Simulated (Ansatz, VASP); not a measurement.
**Sb in VASP and in Ansatz**

Contents of INCAR:

```
  ALGO = Normal
  EDIFF = 1E-7
  EDIFFG = -0.04
  ENCUT = 500
  GGA = PE
  GGA_COMPAT = F
  IBRION = 2
  ISIF = 3
  ISMEAR = 0
  LASPH = T
  LCHARG = F
  LREAL = F
  LWAVE = F
  NELM = 120
  NELMIN = 4
  NSW = 90
  PREC = Accurate
  SIGMA = 0.1
```

The input KPOINTS:

```
k-points
0
Gamma
  6 6 6
```

POSCAR

```
Sb
1.0
    2.0309691247      1.1725805708      4.8632850834
   -2.0309691247      1.1725805708      4.8632850834
    0.0000000000     -2.3451611417      4.8632850834
Sb
2
Direct
    0.0577000000      0.0577000000      0.0577000000
    0.9423000000      0.9423000000      0.9423000000
```

Input for Ansatz:

```yaml
crystal:
  lattice:
    - [2.0309691247, 1.1725805708, 4.8632850834]
    - [-2.0309691247, 1.1725805708, 4.8632850834]
    - [0.0, -2.3451611417, 4.8632850834]
  atoms:
    - { symbol: Sb, position: [0.0577, 0.0577, 0.0577] }
    - { symbol: Sb, position: [0.9423, 0.9423, 0.9423] }
basis:
  ecutwfc: 420
kpoints:
  mp_grid: { grid: [6, 6, 6] }
hamiltonian:
  xc: pbe
scf:
  occupations: { method: gaussian, width: 0.1 }
  lower_state_search: "off"
output:
  forces: true
  stress: true
  eigenvalues: true
relax:
  adjacent_minimum: "off"
  f_tol: 0.04
  max_steps: 70
  cell: { stress_tol: 0.4 }
```

Alike in both runs: task relaxation of cell and atoms; functional PBE; k mesh 6 × 6 × 6; occupations gaussian, width 0.1 eV; no spin polarisation.

|  | VASP | Ansatz |
| --- | --- | --- |
| version | VASP 6.6.1 | Ansatz 0.2.0 |
| potentials or method | VASP PAW PBE potentials, release 64 (Sb_d_GW), cutoff 500 eV | scalar-relativistic, plane waves, PAW |
| valence electrons in the cell | 30 | 30 |

```tsv
	VASP	Ansatz	Ansatz less VASP
gap on the k mesh at the Fermi level, each at its own relaxed structure (eV)	none	none	-
relaxed volume (Å³/atom)	32.24	30.03	-2.206
relaxed cell length with the largest relative difference (Å)	4.640	6.639	+1.9989
```

A gap of «none» marks a metal or a gap that the smearing closes. One of these differences is far larger than is usual between the two programs; its cause wasn't traced.

Neither program's run includes spin-orbit coupling.
